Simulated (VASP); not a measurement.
LaAg:

```
CELL_PARAMETERS angstrom
3.85771 0.00000 0.00000
0.00000 3.85771 0.00000
0.00000 0.00000 3.85771
ATOMIC_POSITIONS crystal
La 0.50000 0.50000 0.50000
Ag 0.00000 0.00000 0.00000
```

- Program: VASP 6.6.1
- Task: relaxation of cell and atoms
- Functional: LDA
- Potentials or basis: VASP PAW LDA potentials, release 64 (La, Ag)
- Cutoff: 600 eV
- k mesh: 9 × 9 × 9
- Occupations: fermi-dirac, width 0.05 eV
- Spin: no spin polarisation

At the start: pressure -6.0 GPa; volume 28.70 Å³/atom.

**Question.** Where does the relaxation end?

**Answer.** Over 18 steps the energy falls by 66.4 meV/atom and the volume is 25.50 Å³/atom (-11.2 %); space group Pm-3m (No. 221, to 0.1 Å) before and after.

Step by step:
```csv
step,energy change (eV),largest force (eV/Å),pressure (GPa),volume (Å³)
1,0.0000,0.0000,-5.99,57.41
2,-0.1147,0.0000,2.92,48.95
3,-0.1327,0.0000,0.03,51.00
4,-0.1327,0.0000,-0.11,51.12
5,-0.1327,0.0000,-0.16,51.12
6,-0.1327,0.0000,-0.14,51.11
7,-0.1327,0.0000,-0.13,51.11
8,-0.1327,0.0000,-0.13,51.11
9,-0.1327,0.0000,-0.13,51.11
10,-0.1327,0.0000,-0.13,51.11
11,-0.1327,0.0000,-0.14,51.11
12,-0.1327,0.0000,-0.06,51.11
13,-0.1327,0.0000,-0.12,51.10
14,-0.1327,0.0000,-0.12,51.10
15,-0.1327,0.0000,-0.09,51.08
16,-0.1327,0.0000,-0.08,51.04
17,-0.1327,0.0000,0.06,50.97
18,-0.1327,0.0000,0.02,51.00
```

Final structure:
```
La Ag
1.0
     3.70845    0.00000    0.00000
     0.00000    3.70845    0.00000
     0.00000    0.00000    3.70845
La Ag
1 1
Direct
  0.50000 0.50000 0.50000
  0.00000 0.00000 0.00000
```
